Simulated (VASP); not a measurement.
Ca, 1 atom in the cell. The structure is tetragonal, space group I4/mmm (No. 139). Conventional cell: a = 3.952 Å, b = 3.952 Å, c = 5.533 Å, α = 90.00°, β = 90.00°, γ = 90.00°. Ca (site symmetry 4/mmm) has 12 Ca at 3.93 to 3.95 Å within 5.2 Å.  This cell differs from its parent crystal: strain -0.0100 x Voigt [1, 0, 0, 0, 0, 0].

```yaml
Program: VASP 6.6.1
Task: single point
Functional: PBE
Potentials_or_basis: VASP PAW PBE potentials, release 64 (Ca_sv)
Cutoff: 520 eV
k_mesh: 14 × 14 × 14
Occupations: gaussian, width 0.15 eV
Spin: no spin polarisation
Dipole_correction: no
Further_INCAR_settings: ALGO = Normal; EDIFF = 1e-06; NBANDS = 11
```

Potentials or basis: VASP PAW PBE potentials, release 64 (Ca_sv).

Launch:

```console
$ cat potpaw_PBE.64/Ca_sv/POTCAR > POTCAR
$ mpirun -np 1 vasp_std > vasp.out
```

Hardware: 1 thread of AMD EPYC 9R45 (Zen 5) (shared host).

Q: How long does it take, and how much memory?

A: Run time: 73 s on 1 thread of AMD EPYC 9R45 (Zen 5), with other jobs on the host, peak memory 0.22 GiB. Counts: scf iterations 10, k points 244.
